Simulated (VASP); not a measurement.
A run of VASP 6.6.1 is set up as follows.

The input INCAR:

```
PREC = Accurate ; ENCUT = 520
EDIFF = 1E-6 ; ISMEAR = 0
SIGMA = 0.05 ; LREAL = False
LASPH = True ; NELM = 60
ALGO = Normal ; ISIF = 2
LWAVE = False ; LCHARG = False
GGA = PE ; NBANDS = 26
```

File KPOINTS:

```
Automatic mesh
0
Gamma
  8 6 4
```

The input POSCAR:

```
AlN
1.0
   -1.6567491617      2.8695737234      0.0000000000
    0.0000000000      0.0000000000      4.1874629526
    4.9702474850      2.8695737234      0.0000000000
Al N
4 4
Direct
    0.4378660319      0.7500000000      0.2727095956
    0.0000000000      0.7500000000      0.6666666667
    0.0000000000      0.2500000000      0.3333333333
    0.5000000000      0.2500000000      0.8333333333
    0.5000000000      0.2500000000      0.1666666667
    0.0000000000      0.2500000000      0.6666666667
    0.0000000000      0.7500000000      0.3333333333
    0.5000000000      0.7500000000      0.8333333333
```

Potentials or basis: VASP PAW PBE potentials, release 64 (Al, N).

Run with:

```bash
$ cat potpaw_PBE.64/Al/POTCAR potpaw_PBE.64/N/POTCAR > POTCAR
$ mpirun -np 1 vasp_std > vasp.out
```

(1) Predict the largest force.

(2) Predict the band gap on the k mesh.

(3) What does it give for the pressure?

Answers

(1) 16.144 eV/Å.

(2) 2.20 eV, direct.

(3) 14.0 GPa.

Caveat: the cell differs from its parent crystal (atom 1 (Al) moved by +0.630 Å along [1 0 0] and +0.126 Å along [1 2 0]); forces of over 1 eV/Å act on the atoms, so gaps and moduli don't describe the material at rest.
